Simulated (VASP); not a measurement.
Wanted: the native input for a VASP 6.6.1 run.

- Task: relaxation of cell and atoms
- Functional: PBE
- Potentials or basis: VASP PAW PBE potentials, release 64 (Ga_d)
- Cutoff: 600 eV
- k mesh: 16 × 12 × 10
- Occupations: gaussian, width 0.1 eV
- Spin: no spin polarisation
- Dipole correction: no
- Further INCAR settings: ALGO = Fast; EDIFF = 1e-06; IBRION = 2; EDIFFG = -0.01; NSW = 100; ISIF = 3

The structure of Ga lies in POSCAR:

```
Ga
1.0
    2.7784220849      0.0000000000      0.0000000000
    0.0000000000      3.2816087900      0.0000000000
   -1.3434310986      0.0000000000      3.9902731763
Ga
2
Direct
    0.8654037300      0.2500000000      0.2298331700
    0.1345962700      0.7500000000      0.7701668300
```

The input as run:

INCAR

```
SYSTEM = Ga
PREC = Accurate ; ENCUT = 600
EDIFF = 1E-6 ; ISMEAR = 0
SIGMA = 0.1 ; LREAL = .False.
LASPH = .True. ; NELM = 100
ALGO = Fast ; ISIF = 3
LWAVE = .False. ; LCHARG = .False.
GGA = PE ; IBRION = 2
NSW = 100 ; EDIFFG = -0.01
```

KPOINTS

```
Automatic mesh
0
Gamma
  16 12 10
  0 0 0
```

Potentials or basis: VASP PAW PBE potentials, release 64 (Ga_d).

Command:

```console
$ cat potpaw_PBE.64/Ga_d/POTCAR > POTCAR
$ mpirun -np 1 vasp_std > vasp.out
```

Results of the run:

```yaml
Relaxed_volume: 19.21 Å³/atom
Relaxed_cell: a = 2.796 Å, b = 3.362 Å, c = 4.320 Å, α = 90.00°, β = 108.88°, γ = 90.00°
Space_group_after_relaxing_to_0.1_Å: Cmcm (No. 63)
Energy_gained_by_relaxing: 10.7 meV/atom
Ionic_steps: 10
Pressure_after_relaxing: 0.0 GPa
Largest_force_after_relaxing: 0.005 eV/Å
Band_gap_on_the_k_mesh: zero (bands 13 and 14 overlap by 8.18 eV)
```

It took 13 min on 1 thread of Intel(R) Xeon(R) 6975P-C (Granite Rapids), with other jobs on the host, peak memory 0.48 GiB.
